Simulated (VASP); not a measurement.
# Pt2S (Fm-3m) in VASP: a series of runs

Pt2S is run at these levels: PBE; tasks: single point, relaxation of cell and atoms.

Everything below comes from runs of VASP 6.6.1. Logs are shortened: lines on timing, memory, paths and dates and some standing lists are left out, and cuts for length are marked.

**1. The cell of the first run**

It takes space group Fm-3m (No. 225, cubic). The conventional cell has a = 5.863 Å, b = 5.863 Å, c = 5.863 Å, α = 90.00°, β = 90.00°, γ = 90.00°. Within 3.4 Å of Pt (site symmetry -43m) lie 4 S at 2.54 Å and 6 Pt at 2.93 Å. S (site symmetry m-3m) has 8 Pt at 2.54 Å within 3.4 Å.

**2. Single point, PBE**

Input file INCAR:

```
ALGO = Normal ; EDIFF = 1E-6
ENCUT = 520 ; GGA = PE
ISIF = 2 ; ISMEAR = 0
LASPH = T ; LCHARG = T
LELF = T ; LREAL = F
LVHAR = T ; LWAVE = F
NBANDS = 20 ; NELM = 100
PREC = Accurate ; SIGMA = 0.1
```

Input file KPOINTS:

```
k-points
0
Gamma
  6 6 6
```

Input file POSCAR:

```
Pt2S
1.0
    0.0000000000      2.9313773070      2.9313773070
    2.9313773070      0.0000000000      2.9313773070
    2.9313773070      2.9313773070      0.0000000000
Pt S
2 1
Direct
    0.2500000000      0.2500000000      0.2500000000
    0.7500000000      0.7500000000      0.7500000000
    0.0000000000      0.0000000000      0.0000000000
```

Potentials or basis: VASP PAW PBE potentials, release 64 (Pt, S).

Launch:

```console
$ cat potpaw_PBE.64/Pt/POTCAR potpaw_PBE.64/S/POTCAR > POTCAR
$ mpirun -np 1 vasp_std > vasp.out
```

OUTCAR:

```text
EDIFF = 1E-6
   ENCUT = 520
   GGA = PE
   ISIF = 2
   ISMEAR = 0
   LASPH = T
   LREAL = F
   NELM = 100
   PREC = Accurate

 ion  position               nearest neighbor table
   1  0.250  0.250  0.250-   3 2.54   3 2.54   3 2.54   3 2.54   2 2.93   2 2.93   2 2.93   2 2.93
                             2 2.93   2 2.93
   2  0.750  0.750  0.750-   3 2.54   3 2.54   3 2.54   3 2.54   1 2.93   1 2.93   1 2.93   1 2.93
                             1 2.93   1 2.93
   3  0.000  0.000  0.000-   2 2.54   2 2.54   2 2.54   1 2.54   2 2.54   1 2.54   1 2.54   1 2.54

  LATTYP: Found a face centered cubic cell.
 ALAT       =     5.8627546140

  Lattice vectors:

 A1 = (   0.0000000000,   2.9313773070,   2.9313773070)
 A2 = (   2.9313773070,   0.0000000000,   2.9313773070)
 A3 = (   2.9313773070,   2.9313773070,   0.0000000000)

Analysis of symmetry for initial positions (statically):
=====================================================================
 Subroutine PRICEL returns:
 Original cell was already a primitive cell.

 Routine SETGRP: Setting up the symmetry group for a
 face centered cubic supercell.

 Subroutine GETGRP returns: Found 48 space group operations
 (whereof 48 operations were pure point group operations)
 out of a pool of 48 trial point group operations.

The static configuration has the point symmetry O_h .

Analysis of symmetry for dynamics (positions and initial velocities):
=====================================================================
 Subroutine PRICEL returns:
 Original cell was already a primitive cell.

 Routine SETGRP: Setting up the symmetry group for a
 face centered cubic supercell.

 Subroutine GETGRP returns: Found 48 space group operations
 (whereof 48 operations were pure point group operations)
 out of a pool of 48 trial point group operations.

The dynamic configuration has the point symmetry O_h .

 Subroutine INISYM returns: Found 48 space group operations
 (whereof 48 operations are pure point group operations),
 and found     1 'primitive' translations

----------------------------------------------------------------------------------------

                                     Primitive cell

  volume of cell :      50.3785

  direct lattice vectors                    reciprocal lattice vectors
     0.000000000  2.931377307  2.931377307    -0.170568285  0.170568285  0.170568285
     2.931377307  0.000000000  2.931377307     0.170568285 -0.170568285  0.170568285
     2.931377307  2.931377307  0.000000000     0.170568285  0.170568285 -0.170568285

  length of vectors
     4.145593544  4.145593544  4.145593544     0.295432936  0.295432936  0.295432936

  position of ions in fractional coordinates (direct lattice)
     0.250000000  0.250000000  0.250000000
     0.750000000  0.750000000  0.750000000
     0.000000000  0.000000000  0.000000000

  ion indices of the primitive-cell ions
   primitive index   ion index
                 1           1
                 2           2
                 3           3

----------------------------------------------------------------------------------------

 KPOINTS: k-points

Automatic generation of k-mesh.
 Grid dimensions read from file:
 generate k-points for:    6    6    6

 Generating k-lattice:

  Cartesian coordinates                     Fractional coordinates (reciprocal lattice)
    -0.028428048  0.028428048  0.028428048     0.166666667  0.000000000  0.000000000
     0.028428048 -0.028428048  0.028428048     0.000000000  0.166666667  0.000000000
     0.028428048  0.028428048 -0.028428048     0.000000000  0.000000000  0.166666667

  Length of vectors
     0.049238823  0.049238823  0.049238823

  Shift w.r.t. Gamma in fractional coordinates (k-lattice)
     0.000000000  0.000000000  0.000000000

 Subroutine IBZKPT returns following result:
 ===========================================

 Found     16 irreducible k-points:

 Following reciprocal coordinates:
            Coordinates               Weight
  0.000000  0.000000  0.000000      1.000000
  0.166667  0.000000  0.000000      8.000000
  0.333333  0.000000  0.000000      8.000000
  0.500000  0.000000  0.000000      4.000000
  0.166667  0.166667  0.000000      6.000000
  0.333333  0.166667  0.000000     24.000000
[... 8 lines left out ...]
 -0.333333  0.333333  0.166667     24.000000
 -0.333333  0.500000  0.166667     12.000000
   k-points           NKPTS =     16   k-points in BZ     NKDIM =     16   number of bands    NBANDS=     20
   number of dos      NEDOS =    301   number of ions     NIONS =      3
   total plane-waves  NPLWV =  32768
   dimension x,y,z NGX =    32 NGY =   32 NGZ =   32
   dimension x,y,z NGXF=    64 NGYF=   64 NGZF=   64
   ions per type =               2   1
   NGX,Y,Z   is equivalent  to a cutoff of  12.83, 12.83, 12.83 a.u.
   NGXF,Y,Z  is equivalent  to a cutoff of  25.67, 25.67, 25.67 a.u.
 SYSTEM =  unknown system
   PREC   = accura    normal or accurate (medium, high low for compatibility)
   ISTART =      0    job   : 0-new  1-cont  2-samecut
   ICHARG =      2    charge: 1-file 2-atom 10-const
   ISPIN  =      1    spin polarized calculation?
   LNONCOLLINEAR =      F non collinear calculations
   LSORBIT =      F    spin-orbit coupling
   LASPH  =      T    aspherical Exc in radial PAW
   ENCUT  =  520.0 eV  38.22 Ry    6.18 a.u.   7.71  7.71  7.71*2*pi/ulx,y,z
   NELM   =    100;   NELMIN=  2; NELMDL= -5     # of ELM steps
   EDIFF  = 0.1E-05   stopping-criterion for ELM
   LREAL  =      F    real-space projection
[... 7 lines left out ...]
   TEBEG  =    0.0;   TEEND  =   0.0 temperature during run
   PSTRESS=    0.0 pullay stress
   NELECT =      26.0000    total number of electrons
   NUPDOWN=      -1.0000    fix difference up-down
   EMIN   =  10.00;   EMAX   =-10.00  energy-range for DOS
   EFERMI =   0.00;   METHOD = LEGACY
   ISMEAR =     0;   SIGMA  =   0.10  broadening in eV -4-tet -1-fermi 0-gaus
   EFERMI_NEDOS =   21; number of points for ismear=-14 and -15
   IALGO  =     38    algorithm
   IMIX   =      4    mixing-type and parameters
     AMIX     =   0.40;   BMIX     =  1.00
     AMIX_MAG =   1.60;   BMIX_MAG =  1.00
  volume/ion in A,a.u.               =      16.79       113.32
  Fermi-wavevector in a.u.,A,eV,Ry     =   1.313160  2.481512 23.461730  1.724389
  Thomas-Fermi vector in A             =   2.443502
   LORBIT       =      0    0 simple, 1 ext, 2 COOP (PROOUT), +10 PAW based schemes
   GGA     = PE    functional components
   LHFCALC =     F    Hartree Fock is set to
   AEXX    =    0.0000 exact exchange contribution
   IVDW    =     0    specifies the selected vdW correction
   LEPSILON=     F    determine dielectric tensor
   LRPA    =     F    only Hartree local field effects (RPA)
 non-spin polarized calculation
 Gauss-broadening in eV      SIGMA  =   0.10
  energy-cutoff  :      520.00
  volume of cell :       50.38
 maximum number of plane-waves:      1380
   NGX = 15   NGY = 15   NGZ = 15

 number of electron      25.9999997 magnetization

 Free energy of the ion-electron system (eV)
  ---------------------------------------------------
  ext. energy  EPLUGINS =         0.00000000
  ---------------------------------------------------
  free energy    TOTEN  =       -15.11478901 eV

  energy without entropy =      -15.09049038  energy(sigma->0) =      -15.10263970

 E-fermi :   9.1344     XC(G=0): -11.9857

 val. band max:        9.0682209202   @ k =   0.5000   0.3333   0.0000
 cond. band min:       9.1474790241   @ k =  -0.3333   0.3333   0.1667
 fundamental gap:      0.0792581039
 Fermi energy:         9.1343610831

 k-point     1 :       0.0000    0.0000    0.0000
  band No.  band energies     occupation
      1      -6.6320      2.00000
      2       1.7985      2.00000
      3       1.7985      2.00000
      4       1.7985      2.00000
      5       3.9200      2.00000
      6       3.9200      2.00000
[... 12 lines left out ...]
     19      17.3826      0.00000
     20      20.8855      0.00000

 k-point     2 :       0.1667    0.0000    0.0000
  band No.  band energies     occupation
      1      -6.4725      2.00000
      2       1.5960      2.00000
      3       1.9395      2.00000
      4       1.9395      2.00000
      5       4.1443      2.00000
      6       4.1443      2.00000
[... 12 lines left out ...]
     19      18.6694      0.00000
     20      19.6548      0.00000

 k-point     3 :       0.3333    0.0000    0.0000
  band No.  band energies     occupation
      1      -6.1340      2.00000
      2       1.3945      2.00000
      3       2.2682      2.00000
      4       2.2682      2.00000
      5       4.7913      2.00000
      6       4.7913      2.00000
[... 12 lines left out ...]
     19      18.0940      0.00000
     20      19.5482      0.00000

 k-point     4 :       0.5000    0.0000    0.0000
  band No.  band energies     occupation
      1      -5.9539      2.00000
      2       1.3867      2.00000
      3       2.4688      2.00000
      4       2.4688      2.00000
      5       5.5277      2.00000
      6       5.5277      2.00000
[... 12 lines left out ...]
     19      17.8055      0.00000
     20      20.5077      0.00000

 k-point     5 :       0.1667    0.1667    0.0000
  band No.  band energies     occupation
      1      -6.4208      2.00000
      2       1.3365      2.00000
      3       2.1045      2.00000
      4       2.1045      2.00000
      5       4.0537      2.00000
      6       4.3194      2.00000
[... 12 lines left out ...]
     19      18.2297      0.00000
     20      19.9293      0.00000
[... 169 lines left out ...]
      6       4.4946      2.00000
[... 12 lines left out ...]
     19      18.2727      0.00000
     20      18.2727      0.00000

 k-point    14 :       0.5000    0.3333    0.1667
  band No.  band energies     occupation
      1      -5.9196      2.00000
      2       1.1575      2.00000
      3       2.3664      2.00000
      4       2.7053      2.00000
      5       4.6936      2.00000
      6       5.0252      2.00000
[... 12 lines left out ...]
     19      17.4096      0.00000
     20      19.3011      0.00000

 k-point    15 :      -0.3333    0.3333    0.1667
  band No.  band energies     occupation
      1      -5.8047      2.00000
      2       1.5847      2.00000
      3       1.8150      2.00000
      4       2.8978      2.00000
      5       4.9503      2.00000
      6       5.0167      2.00000
[... 12 lines left out ...]
     19      18.2251      0.00000
     20      19.0421      0.00000

 k-point    16 :      -0.3333    0.5000    0.1667
  band No.  band energies     occupation
      1      -5.7535      2.00000
      2       1.0621      2.00000
      3       2.2691      2.00000
      4       3.1378      2.00000
      5       4.7534      2.00000
      6       4.7684      2.00000
[... 12 lines left out ...]
     19      18.8627      0.00000
     20      19.3228      0.00000

------------------------ aborting loop because EDIFF is reached ----------------------------------------

  FORCE on cell =-STRESS in cart. coord.  units (eV):
  Direction    XX          YY          ZZ          XY          YZ          ZX
  --------------------------------------------------------------------------------------
  -------------------------------------------------------------------------------------
  Total       -0.0436075     -0.0436075     -0.0436075     -0.0000000      0.0000000      0.0000000
  in kB       -1.3868414     -1.3868414     -1.3868414     -0.0000000      0.0000000      0.0000000
  external PRESSURE =      -1.3868414 kB  Pullay stress =       0.0000000 kB

 VOLUME and BASIS-vectors are now :
 -----------------------------------------------------------------------------
  energy-cutoff  :      520.00
  volume of cell :       50.38
      direct lattice vectors                 reciprocal lattice vectors
     0.000000000  2.931377307  2.931377307    -0.170568285  0.170568285  0.170568285
     2.931377307  0.000000000  2.931377307     0.170568285 -0.170568285  0.170568285
     2.931377307  2.931377307  0.000000000     0.170568285  0.170568285 -0.170568285

 POSITION                                       TOTAL-FORCE (eV/Angst)
 -----------------------------------------------------------------------------------
      1.46569      1.46569      1.46569        -0.000000      0.000000     -0.000000
      4.39707      4.39707      4.39707         0.000000     -0.000000      0.000000
      0.00000      0.00000      0.00000        -0.000000      0.000000      0.000000
 -----------------------------------------------------------------------------------
    total drift:                               -0.000000     -0.000000      0.000000

  FREE ENERGIE OF THE ION-ELECTRON SYSTEM (eV)
  ---------------------------------------------------
  free  energy   TOTEN  =       -15.1147890123 eV

  energy  without entropy=      -15.0904903833  energy(sigma->0) =      -15.10263970
```

Run time: 8.7 s. Hardware: 1 thread of AMD EPYC 9R45 (Zen 5), shared host; peak memory 0.15 GiB.

What came out:

* Free energy: -15.1148 eV
* Pressure: -0.1 GPa
* Band gap on the k mesh: zero (bands 13 and 14 overlap by 1.37 eV)

Levels at points of the mesh, in eV from the Fermi level:
```tsv
k point	band 9	band 10	band 11	band 12	band 13	band 14	band 15	band 16	band 17	band 18
(0.00, 0.00, 0.00)	-1.62	-1.62	-0.19	-0.19	1.10	1.10	1.10	4.15	4.15	4.15
(0.50, 0.00, 0.00)	-3.05	-2.94	-2.94	-2.73	0.17	1.14	1.14	4.90	6.59	6.59
(0.50, 0.50, 0.00)	-2.83	-1.70	-1.70	-1.34	-0.40	-0.27	3.22	3.23	5.47	8.55
```

Caveat: spin-orbit coupling is left out, which moves the levels of the heavy elements.

(Part 1 of 2 ends here.)
